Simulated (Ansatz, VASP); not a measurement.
**Zr: VASP beside Ansatz**

The input INCAR:

```
SYSTEM = Zr
ALGO     = Normal         ! electronic algorithm
EDIFF    = 1E-6           ! SCF threshold, eV
ENCUT    = 500            ! plane-wave cutoff, eV
GGA      = PS             ! functional
GGA_COMPAT= .FALSE.      
ISIF     = 2              ! what is computed and relaxed
ISMEAR   = 0              ! smearing method
LASPH    = .TRUE.         ! aspherical terms in the spheres
LCHARG   = .FALSE.        ! write CHGCAR
LREAL    = .FALSE.        ! projectors in reciprocal space
LWAVE    = .FALSE.        ! write WAVECAR
NBANDS   = 19             ! bands
NELM     = 120            ! most SCF steps
PREC     = Accurate       ! precision mode
SIGMA    = 0.1            ! smearing width, eV
```

Contents of KPOINTS:

```
k-points
0
G
  6 6 4
  0 0 0
```

File POSCAR:

```
Zr
1.0
    3.1838860208      0.0000000028      0.0000000000
   -1.5919430129      2.7573261754      0.0000000000
    0.0000000000      0.0000000000      5.1181118166
Zr
2
Direct
    0.3333333333      0.6666666667      0.2500000000
    0.6666666667      0.3333333333      0.7500000000
```

Input for Ansatz:

```yaml
crystal:
  lattice:
    - [3.1838860208, 2.8e-09, 0.0]
    - [-1.5919430129, 2.7573261754, 0.0]
    - [0.0, 0.0, 5.1181118166]
  atoms:
    - { symbol: Zr, position: [0.3333333333, 0.6666666667, 0.25] }
    - { symbol: Zr, position: [0.6666666667, 0.3333333333, 0.75] }
basis:
  ecutwfc: 420
kpoints:
  mp_grid: { grid: [6, 6, 4] }
hamiltonian:
  xc: pbesol
  pseudopotentials: { kind: paw, azcp: { folder: soft_1 } }
scf:
  occupations: { method: gaussian, width: 0.1 }
output:
  forces: true
  stress: true
  eigenvalues: true
```

Alike in both runs: task single point; functional PBEsol; k mesh 6 × 6 × 4; occupations gaussian, width 0.1 eV; no spin polarisation.

|  | VASP | Ansatz |
| --- | --- | --- |
| version | VASP 6.6.1 | Ansatz 0.2.0 |
| potentials or method | VASP PAW PBE potentials, release 64 (Zr_sv), cutoff 500 eV | scalar-relativistic, plane waves, PAW |
| valence electrons in the cell | 24 | 24 |

|  | VASP | Ansatz | Ansatz less VASP |
| --- | --- | --- | --- |
| gap on the k mesh at the Fermi level (eV) | none | none | - |
| pressure (GPa) | -0.2 | -0.2 | -0.04 |
| traceless stress, the component that is largest in VASP (GPa) | 0.17 | 0.17 | -0.002 |

VASP's potentials were made for PBE, not for PBEsol, and Ansatz warns of the same on its side. A gap of «none» marks a metal or a gap that the smearing closes.

The k mesh is coarse, so the values compare programs but aren't converged.
